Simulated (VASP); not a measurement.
# Mo (P6/mmm) in VASP: further runs

The runs below take Mo through single point, with r2SCAN.

All numbers are computed with VASP 6.6.1; they aren't measurements. Logs are shortened: lines on timing, memory, paths and dates and some standing lists are left out, and cuts for length are marked.

**1. The cell of the first run**

It takes space group P6/mmm (No. 191, hexagonal). The conventional cell has a = 2.818 Å, b = 2.818 Å, c = 2.632 Å, α = 90.00°, β = 90.00°, γ = 120.00°. Mo (site symmetry 6/mmm) has 8 Mo at 2.63 to 2.82 Å within 3.5 Å.

This isn't the form of Mo at room conditions, which is bcc.

**2. Single point, r2SCAN (strain +0.030 along x and y, +0.030 along z)**

Contents of POSCAR:

```
Mo
1.0
    2.8175757091      0.0000000000      0.0000000000
   -1.4087878546      2.4400921412      0.0000000000
    0.0000000000      0.0000000000      2.6318361210
Mo
1
Direct
    0.0000000000      0.0000000000      0.5000000000
```

Contents of INCAR.step1:

```
SYSTEM = Mo
PREC     = Accurate       ! precision mode
ENCUT    = 520            ! plane-wave cutoff, eV
ISMEAR   = 0              ! smearing method
SIGMA    = 0.15           ! smearing width, eV
LREAL    = .FALSE.        ! projectors in reciprocal space
LASPH    = .TRUE.         ! aspherical terms in the spheres
NELM     = 80             ! most SCF steps
NBANDS   = 13             ! bands
GGA      = PE             ! functional
ALGO     = Normal         ! electronic algorithm
EDIFF    = 1E-4           ! SCF threshold, eV
LWAVE    = .TRUE.         ! write WAVECAR
LCHARG   = .FALSE.        ! write CHGCAR
```

Contents of INCAR.step2:

```
SYSTEM = Mo
PREC     = Accurate       ! precision mode
ENCUT    = 520            ! plane-wave cutoff, eV
EDIFF    = 1E-6           ! SCF threshold, eV
ISMEAR   = 0              ! smearing method
SIGMA    = 0.15           ! smearing width, eV
LREAL    = .FALSE.        ! projectors in reciprocal space
LASPH    = .TRUE.         ! aspherical terms in the spheres
NELM     = 80             ! most SCF steps
ALGO     = Normal         ! electronic algorithm
ISIF     = 2              ! what is computed and relaxed
LWAVE    = .FALSE.        ! write WAVECAR
LCHARG   = .TRUE.         ! write CHGCAR
METAGGA  = R2SCAN         ! meta-GGA
LMIXTAU  = .TRUE.       
LELF     = .TRUE.         ! ELF
LVHAR    = .TRUE.       
NBANDS   = 13             ! bands
ISTART   = 1
```

Contents of KPOINTS:

```
Automatic mesh
0
G
  18 18 18
  0 0 0
```

Potentials or basis: VASP PAW PBE potentials, release 64 (Mo_sv).

The run is started by

```console
> cat potpaw_PBE.64/Mo_sv/POTCAR > POTCAR
> cp INCAR.step1 INCAR
> mpirun -np 1 vasp_std > vasp.out
> cp INCAR.step2 INCAR
> mpirun -np 1 vasp_std > vasp.out
```

OUTCAR:

```text
SYSTEM = Mo
   PREC = Accurate
   ENCUT = 520
   EDIFF = 1E-6
   ISMEAR = 0
   LREAL = .FALSE.
   LASPH = .TRUE.
   NELM = 80
   ISIF = 2
   METAGGA = R2SCAN
   ISTART = 1

 ion  position               nearest neighbor table
   1  0.000  0.000  0.500-

  LATTYP: Found a hexagonal cell.
 ALAT       =     2.8175757091
 C/A-ratio  =     0.9340782264

  Lattice vectors:

 A1 = (   2.8175757091,   0.0000000000,   0.0000000000)
 A2 = (  -1.4087878546,   2.4400921412,   0.0000000000)
 A3 = (   0.0000000000,   0.0000000000,   2.6318361210)

Analysis of symmetry for initial positions (statically):
=====================================================================
 Subroutine PRICEL returns:
 Original cell was already a primitive cell.

 Routine SETGRP: Setting up the symmetry group for a
 hexagonal supercell.

 Subroutine GETGRP returns: Found 24 space group operations
 (whereof 24 operations were pure point group operations)
 out of a pool of 24 trial point group operations.

The static configuration has the point symmetry D_6h.

Analysis of symmetry for dynamics (positions and initial velocities):
=====================================================================
 Subroutine PRICEL returns:
 Original cell was already a primitive cell.

 Routine SETGRP: Setting up the symmetry group for a
 hexagonal supercell.

 Subroutine GETGRP returns: Found 24 space group operations
 (whereof 24 operations were pure point group operations)
 out of a pool of 24 trial point group operations.

The dynamic configuration has the point symmetry D_6h.

 Subroutine INISYM returns: Found 24 space group operations
 (whereof 24 operations are pure point group operations),
 and found     1 'primitive' translations

----------------------------------------------------------------------------------------

                                     Primitive cell

  volume of cell :      18.0943

  direct lattice vectors                    reciprocal lattice vectors
     2.817575709  0.000000000  0.000000000     0.354915042  0.204910295  0.000000000
    -1.408787855  2.440092141  0.000000000     0.000000000  0.409820590  0.000000000
     0.000000000  0.000000000  2.631836121     0.000000000  0.000000000  0.379962868

  length of vectors
     2.817575709  2.817575709  2.631836121     0.409820590  0.409820590  0.379962868

  position of ions in fractional coordinates (direct lattice)
     0.000000000  0.000000000  0.500000000

  ion indices of the primitive-cell ions
   primitive index   ion index
                 1           1

----------------------------------------------------------------------------------------

 KPOINTS: Automatic mesh
[... 82 lines left out ...]
   EFERMI =   0.00;   METHOD = LEGACY
   ISMEAR =     0;   SIGMA  =   0.15  broadening in eV -4-tet -1-fermi 0-gaus
   EFERMI_NEDOS =   21; number of points for ismear=-14 and -15
   IALGO  =     38    algorithm
   IMIX   =      4    mixing-type and parameters
     AMIX     =   0.40;   BMIX     =  1.00
     AMIX_MAG =   1.60;   BMIX_MAG =  1.00
  volume/ion in A,a.u.               =      18.09       122.11
  Fermi-wavevector in a.u.,A,eV,Ry     =   1.502925  2.840116 30.732613  2.258783
  Thomas-Fermi vector in A             =   2.614102
   LORBIT       =      0    0 simple, 1 ext, 2 COOP (PROOUT), +10 PAW based schemes
   METAGGA = R2SCAN    functional components
   LHFCALC =     F    Hartree Fock is set to
   AEXX    =    0.0000 exact exchange contribution
   IVDW    =     0    specifies the selected vdW correction
   LEPSILON=     F    determine dielectric tensor
   LRPA    =     F    only Hartree local field effects (RPA)
 non-spin polarized calculation
 Gauss-broadening in eV      SIGMA  =   0.15
  energy-cutoff  :      520.00
  volume of cell :       18.09
 maximum number of plane-waves:       497
 NGX is ok and might be reduce to    24
   NGX = 11   NGY = 11   NGZ =  9

 number of electron      14.0000002 magnetization

 Free energy of the ion-electron system (eV)
  ---------------------------------------------------
  ext. energy  EPLUGINS =         0.00000000
  ---------------------------------------------------
  free energy    TOTEN  =       -25.08044612 eV

  energy without entropy =      -25.07117903  energy(sigma->0) =      -25.07581258

 E-fermi :  10.3091     XC(G=0): -13.6010

 val. band max:       10.3071763695   @ k =   0.2778   0.1111   0.3333
 cond. band min:      10.3106197272   @ k =   0.0556   0.0556   0.3333
 fundamental gap:      0.0034433577
 Fermi energy:        10.3090897014

 k-point     1 :       0.0000    0.0000    0.0000
  band No.  band energies     occupation
      1     -52.7410      2.00000
      2     -25.4119      2.00000
      3     -25.4119      2.00000
      4     -25.3876      2.00000
      5       3.3728      2.00000
      6       6.0114      2.00000
      7       9.4630      2.00000
      8       9.4630      2.00000
      9      14.1357      0.00000
     10      14.1357      0.00000
     11      23.7263      0.00000
     12      26.2487      0.00000
     13      31.0327      0.00000
[... 354 lines left out ...]
  band No.  band energies     occupation
      1     -52.5659      2.00000
      2     -26.4663      2.00000
      3     -25.7500      2.00000
      4     -25.2662      2.00000
      5       6.0298      2.00000
      6       7.0824      2.00000
      7      10.1008      1.95048
      8      11.5120      0.00000
      9      13.3254      0.00000
     10      14.8162      0.00000
     11      19.8400      0.00000
     12      22.8007      0.00000
     13      27.9227      0.00000

 [... further k-points ...]

------------------------ aborting loop because EDIFF is reached ----------------------------------------

  FORCE on cell =-STRESS in cart. coord.  units (eV):
  Direction    XX          YY          ZZ          XY          YZ          ZX
  --------------------------------------------------------------------------------------
  -------------------------------------------------------------------------------------
  Total       -1.5791626     -1.5791626     -1.9983570      0.0000000      0.0000000      0.0000000
  in kB     -139.8288458   -139.8288458   -176.9469122      0.0000000      0.0000000      0.0000000
  external PRESSURE =    -152.2015346 kB  Pullay stress =       0.0000000 kB

 VOLUME and BASIS-vectors are now :
 -----------------------------------------------------------------------------
  energy-cutoff  :      520.00
  volume of cell :       18.09
      direct lattice vectors                 reciprocal lattice vectors
     2.817575709  0.000000000  0.000000000     0.354915042  0.204910295  0.000000000
    -1.408787855  2.440092141  0.000000000     0.000000000  0.409820590  0.000000000
     0.000000000  0.000000000  2.631836121     0.000000000  0.000000000  0.379962868

 POSITION                                       TOTAL-FORCE (eV/Angst)
 -----------------------------------------------------------------------------------
      0.00000      0.00000      1.31592         0.000000      0.000000      0.000000
 -----------------------------------------------------------------------------------
    total drift:                                0.000000      0.000000     -0.000000

  FREE ENERGIE OF THE ION-ELECTRON SYSTEM (eV)
  ---------------------------------------------------
  free  energy   TOTEN  =       -25.0804461225 eV

  energy  without entropy=      -25.0711790344  energy(sigma->0) =      -25.07581258
```

OSZICAR.step1:

```text
N       E                     dE             d eps       ncg     rms          rms(c)
DAV:   1     0.112955206427E+03    0.11296E+03   -0.90938E+03  9692   0.110E+03
DAV:   2    -0.903495541987E+01   -0.12199E+03   -0.11816E+03 10865   0.328E+02
DAV:   3    -0.105326928546E+02   -0.14977E+01   -0.14921E+01 11305   0.371E+01
DAV:   4    -0.105373831311E+02   -0.46903E-02   -0.46901E-02 10955   0.234E+00
DAV:   5    -0.105374230738E+02   -0.39943E-04   -0.39941E-04 11530   0.184E-01    0.106E+01
DAV:   6    -0.100638730445E+02    0.47355E+00   -0.66834E-01  9810   0.938E+00    0.289E+00
DAV:   7    -0.100128908866E+02    0.50982E-01   -0.10533E-01 10875   0.351E+00    0.805E-01
DAV:   8    -0.100106953179E+02    0.21956E-02   -0.38058E-03 10160   0.765E-01    0.113E-01
DAV:   9    -0.100107552035E+02   -0.59886E-04   -0.79943E-05  7785   0.115E-01
   1 F= -.10010755E+02 E0= -.10005647E+02  d E =-.102169E-01
```

Wall time 88 s (1 thread of Intel Xeon 6975P-C (Granite Rapids), shared host); peak memory 0.2 GiB.

What came out:

* Free energy: -25.0804 eV
* Pressure: -15.2 GPa
* Band gap on the k mesh: zero (bands 7 and 8 overlap by 1.56 eV)

Levels at points of the mesh, in eV from the Fermi level:
```csv
k point,band 5,band 6,band 7,band 8,band 9,band 10
"(0.00, 0.00, 0.00)",-6.94,-4.30,-0.85,-0.85,3.83,3.83
"(0.50, 0.00, 0.00)",-4.74,-3.22,0.71,1.05,3.24,4.01
"(0.00, 0.00, 0.50)",-3.83,-0.24,-0.11,-0.11,0.86,0.86
"(0.50, 0.00, 0.50)",-4.92,-3.27,-0.29,4.30,5.31,6.28
```

Caveat: the cell differs from its parent crystal (strain +0.030 along x and y, +0.030 along z); the cell stands under tension; the PAW data sets were made with another functional, which shifts forces and pressure a little.

**3. Single point, r2SCAN (strain -0.015 along x and y, +0.015 along z)**

Contents of POSCAR:

```
Mo
1.0
    2.6944777412      0.0000000000      0.0000000000
   -1.3472388706      2.3334861739      0.0000000000
    0.0000000000      0.0000000000      2.5935084105
Mo
1
Direct
    0.0000000000      0.0000000000      0.5000000000
```

Contents of INCAR.step1:

```
PREC     = Accurate       # precision mode
ENCUT    = 520            # plane-wave cutoff, eV
ISMEAR   = 0              # smearing method
SIGMA    = 0.15           # smearing width, eV
LREAL    = False          # projectors in reciprocal space
LASPH    = True           # aspherical terms in the spheres
NELM     = 60             # most SCF steps
NBANDS   = 13             # bands
GGA      = PE             # functional
ALGO     = Normal         # electronic algorithm
EDIFF    = 1E-4           # SCF threshold, eV
LWAVE    = True           # write WAVECAR
LCHARG   = False          # write CHGCAR
```

Contents of INCAR.step2:

```
PREC     = Accurate       # precision mode
ENCUT    = 520            # plane-wave cutoff, eV
EDIFF    = 1E-6           # SCF threshold, eV
ISMEAR   = 0              # smearing method
SIGMA    = 0.15           # smearing width, eV
LREAL    = False          # projectors in reciprocal space
LASPH    = True           # aspherical terms in the spheres
NELM     = 60             # most SCF steps
ALGO     = Normal         # electronic algorithm
ISIF     = 2              # what is computed and relaxed
LWAVE    = False          # write WAVECAR
LCHARG   = True           # write CHGCAR
METAGGA  = R2SCAN         # meta-GGA
LMIXTAU  = True         
LELF     = True           # ELF
LVHAR    = True         
NBANDS   = 13             # bands
ISTART   = 1
```

Contents of KPOINTS:

```
regular mesh
0
Gamma
  18 18 18
```

Potentials or basis: VASP PAW PBE potentials, release 64 (Mo_sv).

The run is started by

```console
> cat potpaw_PBE.64/Mo_sv/POTCAR > POTCAR
> cp INCAR.step1 INCAR
> mpirun -np 1 vasp_std > vasp.out
> cp INCAR.step2 INCAR
> mpirun -np 1 vasp_std > vasp.out
```

OUTCAR:

```text
PREC = Accurate
   ENCUT = 520
   EDIFF = 1E-6
   ISMEAR = 0
   LREAL = False
   LASPH = True
   NELM = 60
   ISIF = 2
   METAGGA = R2SCAN
   ISTART = 1

 ion  position               nearest neighbor table
   1  0.000  0.000  0.500-

  LATTYP: Found a hexagonal cell.
 ALAT       =     2.6944777412
 C/A-ratio  =     0.9625273094

  Lattice vectors:

 A1 = (   2.6944777412,   0.0000000000,   0.0000000000)
 A2 = (  -1.3472388706,   2.3334861739,   0.0000000000)
 A3 = (   0.0000000000,   0.0000000000,   2.5935084105)

Analysis of symmetry for initial positions (statically):
=====================================================================
 Subroutine PRICEL returns:
 Original cell was already a primitive cell.

 Routine SETGRP: Setting up the symmetry group for a
 hexagonal supercell.

 Subroutine GETGRP returns: Found 24 space group operations
 (whereof 24 operations were pure point group operations)
 out of a pool of 24 trial point group operations.

The static configuration has the point symmetry D_6h.

Analysis of symmetry for dynamics (positions and initial velocities):
=====================================================================
 Subroutine PRICEL returns:
 Original cell was already a primitive cell.

 Routine SETGRP: Setting up the symmetry group for a
 hexagonal supercell.

 Subroutine GETGRP returns: Found 24 space group operations
 (whereof 24 operations were pure point group operations)
 out of a pool of 24 trial point group operations.

The dynamic configuration has the point symmetry D_6h.

 Subroutine INISYM returns: Found 24 space group operations
 (whereof 24 operations are pure point group operations),
 and found     1 'primitive' translations

----------------------------------------------------------------------------------------

                                     Primitive cell

  volume of cell :      16.3068

  direct lattice vectors                    reciprocal lattice vectors
[... 114 lines left out ...]
   LEPSILON=     F    determine dielectric tensor
   LRPA    =     F    only Hartree local field effects (RPA)
 non-spin polarized calculation
 Gauss-broadening in eV      SIGMA  =   0.15
  energy-cutoff  :      520.00
  volume of cell :       16.31
 maximum number of plane-waves:       453
 NGX is ok and might be reduce to    20
   NGX =  9   NGY =  9   NGZ =  9

 number of electron      13.9999997 magnetization

 Free energy of the ion-electron system (eV)
  ---------------------------------------------------
  ext. energy  EPLUGINS =         0.00000000
  ---------------------------------------------------
  free energy    TOTEN  =       -25.12356025 eV

  energy without entropy =      -25.11537625  energy(sigma->0) =      -25.11946825

 E-fermi :  11.9226     XC(G=0): -14.2291

 val. band max:       11.9132594866   @ k =   0.3889   0.0556   0.3889
 cond. band min:      11.9280569947   @ k =   0.2778   0.1111   0.3333
 fundamental gap:      0.0147975081
 Fermi energy:        11.9225640666

 k-point     1 :       0.0000    0.0000    0.0000
  band No.  band energies     occupation
      1     -51.1959      2.00000
      2     -23.7288      2.00000
      3     -23.5840      2.00000
      4     -23.5840      2.00000
      5       4.5718      2.00000
      6       7.0586      2.00000
      7      10.8706      2.00000
      8      10.8706      2.00000
      9      16.1908      0.00000
     10      16.1908      0.00000
     11      25.5679      0.00000
     12      27.8896      0.00000
     13      34.2475      0.00000
[... 354 lines left out ...]
  band No.  band energies     occupation
      1     -50.9012      2.00000
      2     -25.1635      2.00000
      3     -24.0897      2.00000
      4     -23.5328      2.00000
      5       7.0224      2.00000
      6       8.5519      2.00000
      7      11.9521      0.78063
      8      12.7651      0.00000
      9      15.1206      0.00000
     10      17.1885      0.00000
     11      22.8723      0.00000
     12      25.4689      0.00000
     13      29.8324      0.00000

 [... further k-points ...]

------------------------ aborting loop because EDIFF is reached ----------------------------------------

  FORCE on cell =-STRESS in cart. coord.  units (eV):
  Direction    XX          YY          ZZ          XY          YZ          ZX
  --------------------------------------------------------------------------------------
  -------------------------------------------------------------------------------------
  Total        1.1593333      1.1593333     -0.6121522      0.0000000     -0.0000000      0.0000000
  in kB      113.9072592    113.9072592    -60.1454165      0.0000000     -0.0000000      0.0000000
  external PRESSURE =      55.8897007 kB  Pullay stress =       0.0000000 kB

 VOLUME and BASIS-vectors are now :
 -----------------------------------------------------------------------------
  energy-cutoff  :      520.00
  volume of cell :       16.31
      direct lattice vectors                 reciprocal lattice vectors
     2.694477741  0.000000000  0.000000000     0.371129434  0.214271679  0.000000000
    -1.347238871  2.333486174  0.000000000     0.000000000  0.428543358  0.000000000
     0.000000000  0.000000000  2.593508411     0.000000000  0.000000000  0.385578083

 POSITION                                       TOTAL-FORCE (eV/Angst)
 -----------------------------------------------------------------------------------
      0.00000      0.00000      1.29675         0.000000      0.000000      0.000000
 -----------------------------------------------------------------------------------
    total drift:                                0.000000      0.000000     -0.000000

  FREE ENERGIE OF THE ION-ELECTRON SYSTEM (eV)
  ---------------------------------------------------
  free  energy   TOTEN  =       -25.1235602491 eV

  energy  without entropy=      -25.1153762472  energy(sigma->0) =      -25.11946825
```

OSZICAR.step1:

```text
N       E                     dE             d eps       ncg     rms          rms(c)
DAV:   1     0.112302946170E+03    0.11230E+03   -0.91359E+03  9676   0.112E+03
DAV:   2    -0.905408767455E+01   -0.12136E+03   -0.11741E+03 10875   0.333E+02
DAV:   3    -0.104694841233E+02   -0.14154E+01   -0.14108E+01 11270   0.367E+01
DAV:   4    -0.104738077244E+02   -0.43236E-02   -0.43235E-02 10895   0.227E+00
DAV:   5    -0.104738432611E+02   -0.35537E-04   -0.35536E-04 11420   0.174E-01    0.135E+01
DAV:   6    -0.100777406054E+02    0.39610E+00   -0.52079E-01  9745   0.856E+00    0.440E+00
DAV:   7    -0.100259489991E+02    0.51792E-01   -0.10787E-01 10680   0.370E+00    0.729E-01
DAV:   8    -0.100236977766E+02    0.22512E-02   -0.35390E-03 10205   0.737E-01    0.968E-02
DAV:   9    -0.100237342348E+02   -0.36458E-04   -0.35152E-05  7160   0.759E-02
   1 F= -.10023734E+02 E0= -.10019626E+02  d E =-.821675E-02
```

It took 3.8 min on 1 thread of Intel Xeon Platinum 8375C at 2.90GHz (Ice Lake), shared host; peak memory 0.19 GiB.

Results:

| Quantity | Value |
| --- | --- |
| Free energy | -25.1236 eV |
| Pressure | 5.6 GPa |
| Band gap on the k mesh | zero (bands 7 and 8 overlap by 1.87 eV) |

Caveat: the cell differs from its parent crystal (strain -0.015 along x and y, +0.015 along z); the cell stands under pressure; the PAW data sets were made with another functional, which shifts forces and pressure a little.
